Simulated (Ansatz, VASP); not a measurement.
## SnS2 in VASP and in Ansatz

File POSCAR:

```
SnS2
1.0
    3.8071849988      0.0000000000      0.0000000000
   -1.9035924994      3.2971189259      0.0000000000
    0.0000000000      0.0000000000      5.7475175151
Sn S
1 2
Direct
    0.0000000000      0.0000000000      0.0000000000
    0.3333333333      0.6666666667      0.2457484907
    0.6666666667      0.3333333333      0.7542515093
```

Contents of INCAR.step1:

```
  PREC = Accurate
  ENCUT = 550
  ISMEAR = -1
  SIGMA = 0.02
  LREAL = F
  LASPH = T
  NELM = 200
  MAGMOM = 0 0 0 0 0 0 0 0 0
  LSORBIT = T
  GGA_COMPAT = F
  NBANDS = 39
  GGA = PE
  ALGO = Normal
  EDIFF = 1E-5
  LWAVE = T
  LCHARG = F
```

Contents of INCAR.step2:

```
  PREC = Accurate
  ENCUT = 550
  EDIFF = 1E-6
  ISMEAR = -1
  SIGMA = 0.02
  LREAL = F
  LASPH = T
  NELM = 200
  ALGO = Normal
  ISIF = 2
  LWAVE = F
  LCHARG = F
  MAGMOM = 0 0 0 0 0 0 0 0 0
  LORBIT = 11
  LSORBIT = T
  GGA_COMPAT = F
  LORBMOM = T
  METAGGA = R2SCAN
  LMIXTAU = T
  NBANDS = 39
  ISTART = 1
```

KPOINTS

```
regular mesh
0
Gamma
  12 12 4
```

Input for Ansatz:

```yaml
crystal:
  lattice:
    - [3.8071849988, 0.0, 0.0]
    - [-1.9035924994, 3.2971189259, 0.0]
    - [0.0, 0.0, 5.7475175151]
  atoms:
    - { symbol: Sn, position: [0.0, 0.0, 0.0] }
    - { symbol: S, position: [0.3333333333, 0.6666666667, 0.2457484907] }
    - { symbol: S, position: [0.6666666667, 0.3333333333, 0.7542515093] }
kpoints:
  mp_grid: { grid: [12, 12, 4] }
  band_path:
    path:
      - [0.0, 0.0, 0.0]
      - [0.5, 0.0, 0.0]
      - [0.3333333333, 0.3333333333, 0.0]
      - [0.0, 0.0, 0.5]
      - [0.5, 0.0, 0.5]
      - [0.3333333333, 0.3333333333, 0.5]
      - [0.0, -0.5, 0.25]
    npoints: 1
hamiltonian:
  xc: r2scan
scf:
  occupations: { method: fermi_dirac, width: 0.02 }
  n_extra_bands: 8
magnetization:
  noncollinear: true
  spin_orbit: true
output:
  forces: true
  stress: true
  eigenvalues: true
```

Change from the starting cell: epitaxial_xy strain +4.0%.

Alike in both runs: task single point; functional r2SCAN; k mesh 12 × 12 × 4; occupations fermi-dirac, width 0.02 eV; non-collinear spin, spin-orbit coupling.

|  | VASP | Ansatz |
| --- | --- | --- |
| version | VASP 6.6.1 | Ansatz 0.2.0 |
| potentials or method | VASP PAW PBE potentials, release 64 (Sn_d, S) | plane waves, PAW |
| plane-wave cutoff (eV) | 550 | 500 |
| valence electrons in the cell | 26 | 26 |

|  | VASP | Ansatz | Ansatz less VASP |
| --- | --- | --- | --- |
| pressure (GPa) | -2.9 | -2.9 | +0.04 |
| traceless stress, the component that is largest in VASP (GPa) | 3.67 | 3.66 | -0.005 |
| rms of the force components (eV/Å) | 0.017 | 0.019 | +0.0015 |

VASP's potentials were made for PBE, not for r2SCAN. Atom by atom the forces differ by 0.002 eV/Å (rms over components).
